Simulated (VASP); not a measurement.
Input of a VASP 6.6.1 run:

File INCAR:

```
PREC = Accurate
ENCUT = 520
EDIFF = 1E-6
ISMEAR = 1
SIGMA = 0.02
LREAL = F
LASPH = T
NELM = 80
ALGO = Normal
ISIF = 2
LWAVE = F
LCHARG = F
GGA = PS
NBANDS = 28
```

Contents of KPOINTS:

```
Automatic mesh
0
Gamma
  4 4 4
```

The input POSCAR:

```
Sr
1.0
   -4.2665609846      4.2665609846      3.6697554395
    4.2665609846     -4.2665609846      3.6697554395
    4.2665609846      4.2665609846     -3.6697554395
Sr
4
Direct
    0.1645500000      0.6645500000      0.8291000000
    0.8354500000      0.3354500000      0.1709000000
    0.6645500000      0.8354500000      0.5000000000
    0.3354500000      0.1645500000      0.5000000000
```

Potentials or basis: VASP PAW PBE potentials, release 64 (Sr_sv).

The run is started by

```bash
$ cat potpaw_PBE.64/Sr_sv/POTCAR > POTCAR
$ mpirun -np 1 vasp_std > vasp.out
```

(1) What does it give for the largest force?

(2) What does it give for the band gap on the k mesh?

Answers

(1) 0.054 eV/Å.

(2) zero (bands 20 and 21 overlap by 0.59 eV).

Caveat: the PAW data sets were made with another functional, which shifts forces and pressure a little.
